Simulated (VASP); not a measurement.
Runs of VASP 6.6.1 on SiC. The structure is that of space group P6_3mc (No. 186), or close to it. The cells are those of the table. 

```tsv
level	cell	gap on the mesh (eV)	pressure (GPa)	largest force (eV/Å)
PBE	a = 3.029, b = 3.029, c = 4.971 Å, angles 90.0, 90.0, 120.0°, 4 atoms	(b)	14.8	0.01
r2SCAN	a = 3.075, b = 3.075, c = 5.048 Å, angles 90.0, 90.0, 120.0°, 4 atoms	2.66	-0.2	-
r2SCAN	a = 3.136, b = 3.136, c = 5.147 Å, angles 90.0, 90.0, 120.0°, 4 atoms	(a)	-12.0	0.01
PBE	a = 3.061, b = 3.061, c = 5.023 Å, angles 90.0, 90.0, 120.0°, 4 atoms	2.25	6.9	-
r2SCAN	a = 3.106, b = 3.106, c = 5.098 Å, angles 90.0, 90.0, 120.0°, 4 atoms	2.70	-6.5	-
```

Alike in all rows: task single point; potentials or basis VASP PAW PBE potentials, release 64 (Si, C); no spin polarisation; k mesh 9 × 9 × 4; cutoff (eV) 520; smearing gaussian 0.01 eV.

Problem. Estimate the missing entries.

Solution. (a) 2.74; (b) 2.19.

Caveats: the PAW data sets were made with another functional, which shifts forces and pressure a little (some runs).

A k mesh can miss the band edges.
